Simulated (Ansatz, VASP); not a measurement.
Al in VASP and in Ansatz

INCAR

```
SYSTEM = Al
PREC = Accurate
ENCUT = 400
EDIFF = 1E-6
ISMEAR = 0
SIGMA = 0.1
LREAL = .FALSE.
LASPH = .TRUE.
NELM = 120
ALGO = Normal
ISIF = 2
LWAVE = .FALSE.
LCHARG = .FALSE.
LDIPOL = .TRUE.
IDIPOL = 3
DIPOL = 0.5 0.5 0.311
GGA = PE
NBANDS = 14
GGA_COMPAT = .FALSE.
NELMDL = -8
```

The input KPOINTS:

```
Automatic mesh
0
G
  9 7 1
  0 0 0
```

POSCAR

```
Al
1.0
    2.8567582919      0.0000000000      0.0000000000
    0.0000000000      4.0400663209      0.0000000000
    0.0000000000      0.0000000000     19.7432786534
Al
4
Direct
    0.5000000000      0.5000000000      0.2026005949
    0.0000000000      0.0000000000      0.2749482111
    0.5000000000      0.5000000000      0.3495466412
    0.0000000000      0.0000000000      0.4175232897
```

Input for Ansatz:

```yaml
crystal:
  lattice:
    - [2.8567582919, 0.0, 0.0]
    - [0.0, 4.0400663209, 0.0]
    - [0.0, 0.0, 19.7432786534]
  atoms:
    - { symbol: Al, position: [0.5, 0.5, 0.2026005949] }
    - { symbol: Al, position: [0.0, 0.0, 0.2749482111] }
    - { symbol: Al, position: [0.5, 0.5, 0.3495466412] }
    - { symbol: Al, position: [0.0, 0.0, 0.4175232897] }
basis:
  ecutwfc: 420
kpoints:
  mp_grid: { grid: [9, 7, 1] }
hamiltonian:
  xc: pbe
  pseudopotentials: { kind: paw, azcp: { folder: soft_1 } }
scf:
  occupations: { method: gaussian, width: 0.1 }
output:
  forces: true
  eigenvalues: true
efield:
  axis: 3
  dipole_correction: true
  ramp_width: 0.04
```

Alike in both runs: task single point; functional PBE; k mesh 9 × 7 × 1; occupations gaussian, width 0.1 eV; no spin polarisation.

```csv
,VASP,Ansatz
version,VASP 6.6.1,Ansatz 0.2.0
potentials or method,"VASP PAW PBE potentials, release 64 (Al), cutoff 400 eV","scalar-relativistic, plane waves, PAW"
valence electrons in the cell,12,12
```

|  | VASP | Ansatz | Ansatz less VASP |
| --- | --- | --- | --- |
| gap on the k mesh at the Fermi level (eV) | none | none | - |
| rms of the force components (eV/Å) | 0.076 | 0.075 | -0.0006 |

Atom by atom the forces differ by 0.001 eV/Å (rms over components). A gap of «none» marks a metal or a gap that the smearing closes.
